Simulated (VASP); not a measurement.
# K (Cmce) in VASP: single point with PBEsol

Aim: the single point of K with PBEsol.

All numbers are computed with VASP 6.6.1; they aren't measurements. Logs are shortened: lines on timing, memory, paths and dates and some standing lists are left out, and cuts for length are marked.

## 1. The cell of the first run

It takes space group Cmce (No. 64, orthorhombic). The conventional cell has a = 12.570 Å, b = 9.974 Å, c = 9.767 Å, α = 90.00°, β = 90.00°, γ = 90.00°.

## 2. Single point, PBEsol

INCAR reads:

```
PREC = Accurate
ENCUT = 520
EDIFF = 1E-6
ISMEAR = 0
SIGMA = 0.1
LREAL = F
LASPH = T
NELM = 100
ALGO = Normal
ISIF = 2
LWAVE = F
LCHARG = T
GGA = PS
LELF = T
LVHAR = T
NBANDS = 46
```

KPOINTS reads:

```
Automatic mesh
0
Gamma
  4 4 2
```

POSCAR reads:

```
K
1.0
    6.2847771000     -4.9869029900      0.0000000000
    6.2847771000      4.9869029900      0.0000000000
    0.0000000000      0.0000000000      9.7670775600
K
8
Direct
    0.7467929500      0.7467929500      0.5000000000
    0.2532070500      0.2532070500      0.5000000000
    0.2391031600      0.7608968400      0.2613112800
    0.7391031600      0.2608968400      0.2386887200
    0.7532070500      0.7532070500      0.0000000000
    0.2467929500      0.2467929500      0.0000000000
    0.2608968400      0.7391031600      0.7613112800
    0.7608968400      0.2391031600      0.7386887200
```

Potentials or basis: VASP PAW PBE potentials, release 64 (K_sv).

Started as:

```console
> cat potpaw_PBE.64/K_sv/POTCAR > POTCAR
> mpirun -np 1 vasp_std > vasp.out
```

OUTCAR:

```text
PREC = Accurate
   ENCUT = 520
   EDIFF = 1E-6
   ISMEAR = 0
   LREAL = F
   LASPH = T
   NELM = 100
   ISIF = 2
   GGA = PS

 ion  position               nearest neighbor table
   1  0.747  0.747  0.500-
   2  0.253  0.253  0.500-
   3  0.239  0.761  0.261-
   4  0.739  0.261  0.239-
   5  0.753  0.753  0.000-
   6  0.247  0.247  0.000-
   7  0.261  0.739  0.761-
   8  0.761  0.239  0.739-

  LATTYP: Found a base centered orthorhombic cell.
 ALAT       =     9.9738059800
 B/A-ratio  =     1.2602565385
 C/A-ratio  =     0.9792728653

  Lattice vectors:

 A1 = (  -6.2847771000,  -4.9869029900,   0.0000000000)
 A2 = (   6.2847771000,  -4.9869029900,   0.0000000000)
 A3 = (   0.0000000000,   0.0000000000,   9.7670775600)

Analysis of symmetry for initial positions (statically):
=====================================================================
 Subroutine PRICEL returns:
 Original cell was already a primitive cell.

 Routine SETGRP: Setting up the symmetry group for a
 base centered orthorhombic supercell.

 Subroutine GETGRP returns: Found  8 space group operations
 (whereof  4 operations were pure point group operations)
 out of a pool of  8 trial point group operations.

The static configuration has the point symmetry C_2h.
 The point group associated with its full space group is D_2h.

Analysis of symmetry for dynamics (positions and initial velocities):
=====================================================================
 Subroutine PRICEL returns:
 Original cell was already a primitive cell.

 Routine SETGRP: Setting up the symmetry group for a
 base centered orthorhombic supercell.

 Subroutine GETGRP returns: Found  8 space group operations
 (whereof  4 operations were pure point group operations)
 out of a pool of  8 trial point group operations.

The dynamic configuration has the point symmetry C_2h.
 The point group associated with its full space group is D_2h.

 Subroutine INISYM returns: Found  8 space group operations
 (whereof  4 operations are pure point group operations),
 and found     1 'primitive' translations

[... 94 lines left out ...]
   NELM   =    100;   NELMIN=  2; NELMDL= -5     # of ELM steps
   EDIFF  = 0.1E-05   stopping-criterion for ELM
   LREAL  =      F    real-space projection
   EDIFFG = 0.1E-04   stopping-criterion for IOM
   NSW    =      0    number of steps for IOM
   IBRION =     -1    ionic relax: 0-MD 1-quasi-New 2-CG
   NFREE  =      0    steps in history (QN), initial steepest desc. (CG)
   ISIF   =      2    stress and relaxation
   ISYM   =      2    0-nonsym 1-usesym 2-fastsym
   POTIM  = 0.5000    time-step for ionic-motion
   TEBEG  =    0.0;   TEEND  =   0.0 temperature during run
   PSTRESS=    0.0 pullay stress
   NELECT =      72.0000    total number of electrons
   NUPDOWN=      -1.0000    fix difference up-down
   EMIN   =  10.00;   EMAX   =-10.00  energy-range for DOS
   EFERMI =   0.00;   METHOD = LEGACY
   ISMEAR =     0;   SIGMA  =   0.10  broadening in eV -4-tet -1-fermi 0-gaus
   EFERMI_NEDOS =   21; number of points for ismear=-14 and -15
   IALGO  =     38    algorithm
   IMIX   =      4    mixing-type and parameters
     AMIX     =   0.40;   BMIX     =  1.00
     AMIX_MAG =   1.60;   BMIX_MAG =  1.00
  volume/ion in A,a.u.               =      76.53       516.44
  Fermi-wavevector in a.u.,A,eV,Ry     =   0.802073  1.515698  8.752913  0.643321
  Thomas-Fermi vector in A             =   1.909681
   LORBIT       =      0    0 simple, 1 ext, 2 COOP (PROOUT), +10 PAW based schemes
   GGA     = PS    functional components
   LHFCALC =     F    Hartree Fock is set to
   AEXX    =    0.0000 exact exchange contribution
   IVDW    =     0    specifies the selected vdW correction
   LEPSILON=     F    determine dielectric tensor
   LRPA    =     F    only Hartree local field effects (RPA)
 non-spin polarized calculation
 Gauss-broadening in eV      SIGMA  =   0.10
  energy-cutoff  :      520.00
  volume of cell :      612.23
 maximum number of plane-waves:     16548
   NGX = 29   NGY = 29   NGZ = 37

 number of electron      72.0000006 magnetization

 Free energy of the ion-electron system (eV)
  ---------------------------------------------------
  ext. energy  EPLUGINS =         0.00000000
  ---------------------------------------------------
  free energy    TOTEN  =        -8.98793191 eV

  energy without entropy =       -8.96030275  energy(sigma->0) =       -8.97411733

 E-fermi :  -0.2682     XC(G=0):  -5.5983

 val. band max:       -0.2798063596   @ k =   0.5000   0.2500   0.5000
 cond. band min:      -0.1375078716   @ k =   0.2500   0.2500   0.0000
 fundamental gap:      0.1422984880
 Fermi energy:        -0.2681568998

 k-point     1 :       0.0000    0.0000    0.0000
  band No.  band energies     occupation
      1     -32.2690      2.00000
      2     -32.2660      2.00000
      3     -32.2660      2.00000
      4     -32.2657      2.00000
      5     -32.2655      2.00000
      6     -32.2653      2.00000
[... 675 lines left out ...]
     45       1.9636      0.00000
     46       1.9637      0.00000

------------------------ aborting loop because EDIFF is reached ----------------------------------------

  FORCE on cell =-STRESS in cart. coord.  units (eV):
  Direction    XX          YY          ZZ          XY          YZ          ZX
  --------------------------------------------------------------------------------------
  -------------------------------------------------------------------------------------
  Total       -0.9445084     -1.1882321     -0.5876326      0.0000000      0.0000000      0.0000000
  in kB       -2.4717296     -3.1095419     -1.5378041      0.0000000      0.0000000      0.0000000
  external PRESSURE =      -2.3730252 kB  Pullay stress =       0.0000000 kB

 VOLUME and BASIS-vectors are now :
 -----------------------------------------------------------------------------
  energy-cutoff  :      520.00
  volume of cell :      612.23
      direct lattice vectors                 reciprocal lattice vectors
     6.284777100 -4.986902990  0.000000000     0.079557316 -0.100262628  0.000000000
     6.284777100  4.986902990  0.000000000     0.079557316  0.100262628  0.000000000
     0.000000000  0.000000000  9.767077560     0.000000000  0.000000000  0.102384771

 POSITION                                       TOTAL-FORCE (eV/Angst)
 -----------------------------------------------------------------------------------
      9.38685      0.00000      4.88354         0.008461      0.000000     -0.000000
      3.18270      0.00000      4.88354        -0.008461      0.000000      0.000000
      6.28478      2.60213      2.55225         0.000000     -0.020180     -0.020444
      6.28478     -2.38477      2.33129         0.000000     -0.020180      0.020444
      9.46748      0.00000      0.00000        -0.008461      0.000000     -0.000000
      3.10208      0.00000      0.00000         0.008461      0.000000      0.000000
      6.28478      2.38477      7.43579         0.000000      0.020180     -0.020444
      6.28478     -2.60213      7.21483         0.000000      0.020180      0.020444
 -----------------------------------------------------------------------------------
    total drift:                               -0.000000     -0.000000      0.000000

  FREE ENERGIE OF THE ION-ELECTRON SYSTEM (eV)
  ---------------------------------------------------
  free  energy   TOTEN  =        -8.9879319083 eV

  energy  without entropy=       -8.9603027517  energy(sigma->0) =       -8.97411733
```

stdout:

```text
POSCAR found type information on POSCAR K
 POSCAR found :  1 types and       8 ions
 scaLAPACK will be used
 -----------------------------------------------------------------------------
|                                                                             |
|                                                                             |
|     You enforced a specific xc type in the INCAR file but a different       |
|     I HOPE YOU KNOW WHAT YOU ARE DOING!                                     |
|                                                                             |
 -----------------------------------------------------------------------------

 LDA part: xc-table for (Slater+PW92), standard interpolation
 POSCAR, INCAR and KPOINTS ok, starting setup
 FFT: planning ... GRIDC
 FFT: planning ... GRID_SOFT
 FFT: planning ... GRID
 WAVECAR not read
 entering main loop
```

Wall time 7.8 min (1 thread of AMD EPYC 7R43 (Zen 3), shared host); peak memory 0.67 GiB.

What came out:

| Item | Value |
| --- | --- |
| Free energy | -8.9879 eV |
| Pressure | -0.2 GPa |
| Largest force | 0.029 eV/Å |
| Band gap on the k mesh | zero (band 36 reaches 0.50 eV, above the bottom of band 37 at -0.52 eV) |

Forces in eV/Å, atoms in the order of the input:
```
K    0.008  0.000  0.000
K   -0.008  0.000  0.000
K    0.000 -0.020 -0.020
K    0.000 -0.020  0.020
K   -0.008  0.000  0.000
K    0.008  0.000  0.000
K    0.000  0.020 -0.020
K    0.000  0.020  0.020
```

Stress tensor (GPa, compression positive):
```
-0.25  0.00  0.00
 0.00 -0.31  0.00
 0.00  0.00 -0.15
```

Levels at points of the mesh, in eV from the Fermi level:
| k point | band 32 | band 33 | band 34 | band 35 | band 36 | band 37 | band 38 | band 39 | band 40 | band 41 |
| --- | --- | --- | --- | --- | --- | --- | --- | --- | --- | --- |
| (0.00, 0.00, 0.00) | -15.51 | -2.08 | -0.40 | -0.40 | 0.32 | 0.32 | 0.54 | 0.54 | 1.20 | 1.44 |
| (0.50, 0.00, 0.00) | -15.51 | -1.40 | -1.40 | 0.18 | 0.18 | 0.20 | 0.20 | 0.48 | 0.48 | 1.38 |
| (0.50, 0.50, 0.00) | -15.52 | -1.04 | -1.04 | -0.46 | -0.46 | 0.38 | 0.38 | 0.59 | 0.59 | 0.80 |
| (0.00, 0.00, 0.50) | -15.52 | -1.64 | -1.64 | 0.77 | 0.77 | 0.77 | 0.77 | 0.78 | 0.78 | 0.79 |
| (0.50, 0.00, 0.50) | -15.52 | -0.98 | -0.98 | -0.97 | -0.97 | 0.81 | 0.81 | 0.82 | 0.82 | 1.62 |
| (0.50, 0.50, 0.50) | -15.52 | -0.63 | -0.63 | -0.63 | -0.63 | -0.09 | -0.09 | -0.07 | -0.07 | 2.01 |

Caveat: the PAW data sets were made with another functional, which shifts forces and pressure a little.
